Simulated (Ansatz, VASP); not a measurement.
RbBr in VASP and in Ansatz

File INCAR:

```
  PREC = Accurate
  ENCUT = 520
  EDIFF = 1E-6
  ISMEAR = 0
  SIGMA = 0.01
  LREAL = F
  LASPH = T
  NELM = 80
  ALGO = Normal
  ISIF = 2
  LWAVE = F
  LCHARG = F
  GGA = PE
  NBANDS = 24
```

The input KPOINTS:

```
regular mesh
0
Gamma
  6 6 2
```

POSCAR

```
RbBr
1.0
    4.7710886017      0.0000000000      0.0000000000
   -2.3855443009      4.1318839328      0.0000000000
    0.0000000000      0.0000000000      8.4101539777
Rb Br
2 2
Direct
    0.0000000000      0.0000000000      0.0000000000
    0.0000000000      0.0000000000      0.5000000000
    0.3333333333      0.6666666667      0.2500000000
    0.6666666667      0.3333333333      0.7500000000
```

Input for Ansatz:

```yaml
crystal:
  lattice:
    - [4.7710886017, 0.0, 0.0]
    - [-2.3855443009, 4.1318839328, 0.0]
    - [0.0, 0.0, 8.4101539777]
  atoms:
    - { symbol: Rb, position: [0.0, 0.0, 0.0] }
    - { symbol: Rb, position: [0.0, 0.0, 0.5] }
    - { symbol: Br, position: [0.3333333333, 0.6666666667, 0.25] }
    - { symbol: Br, position: [0.6666666667, 0.3333333333, 0.75] }
kpoints:
  mp_grid: { grid: [6, 6, 2] }
hamiltonian:
  xc: pbe
scf:
  occupations: { method: fixed }
output:
  optics:
    e_range: [0, 18]
    de: 0.05
    sigma: 0.1
    bands: { spectra_wanted_up_to: 18 }
  write_density: true
  write_potential: true
  elf: true
  volumetric_format: npy
```

Alike in both runs: task single point; functional PBE; k mesh 6 × 6 × 2; no spin polarisation.

|  | VASP | Ansatz |
| --- | --- | --- |
| version | VASP 6.6.1 | Ansatz 0.2.0 |
| potentials or method | VASP PAW PBE potentials, release 64 (Rb_sv, Br) | plane waves, PAW |
| plane-wave cutoff (eV) | 520 | 420 |
| occupations | gaussian, width 0.01 eV | fixed |
| valence electrons in the cell | 32 | 32 |

```csv
,VASP,Ansatz,Ansatz less VASP
gap on the k mesh at the Fermi level (eV),4.23,4.23,+0.003
```
